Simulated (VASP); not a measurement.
Here is a VASP 6.6.1 calculation.

File INCAR:

```
PREC = Accurate
ENCUT = 520
EDIFF = 1E-7
ISMEAR = 0
SIGMA = 0.1
LREAL = F
LASPH = T
NELM = 80
ALGO = Normal
ISIF = 2
LWAVE = F
LCHARG = T
GGA = PE
IVDW = 12
LELF = T
LVHAR = T
NBANDS = 64
```

File KPOINTS:

```
Automatic mesh
0
Gamma
  6 2 4
```

Contents of POSCAR:

```
WS2
1.0
    3.2700000000      0.0000000000      0.0000000000
    0.0000000000     12.3090000000      0.0000000000
   -0.1516485300      0.0000000000      5.7149883400
W S
4 8
Direct
    0.9480000000      0.5180000000      0.6040000000
    0.0520000000      0.0180000000      0.3960000000
    0.5540000000      0.0400000000      0.9980000000
    0.4460000000      0.5400000000      0.0020000000
    0.9180000000      0.6720000000      0.8700000000
    0.0820000000      0.1720000000      0.1300000000
    0.4540000000      0.1600000000      0.6410000000
    0.5460000000      0.6600000000      0.3590000000
    0.4580000000      0.8870000000      0.2340000000
    0.5420000000      0.3870000000      0.7660000000
    0.9530000000      0.4310000000      0.2150000000
    0.0470000000      0.9310000000      0.7850000000
```

Potentials or basis: VASP PAW PBE potentials, release 64 (W_sv, S).

Command:

```sh
$ cat potpaw_PBE.64/W_sv/POTCAR potpaw_PBE.64/S/POTCAR > POTCAR
$ mpirun -np 1 vasp_std > vasp.out
```

Problem. What does it give for the band gap on the k mesh?

Solution. Zero (bands 52 and 53 overlap by 0.12 eV).

Problem. What does it give for the pressure?

Solution. -4.4 GPa.

Problem. Estimate the dispersion energy per atom.

Solution. -0.394 eV.

Problem. Predict the largest force.

Solution. 2.748 eV/Å.

Stress tensor (GPa, compression positive):
```
-7.21  0.00 -1.75
 0.00 -3.22  0.00
-1.75  0.00 -2.68
```

Caveat: the cell stands under tension; spin-orbit coupling is left out, which moves the levels of the heavy elements; forces of over 1 eV/Å act on the atoms, so gaps and moduli don't describe the material at rest.
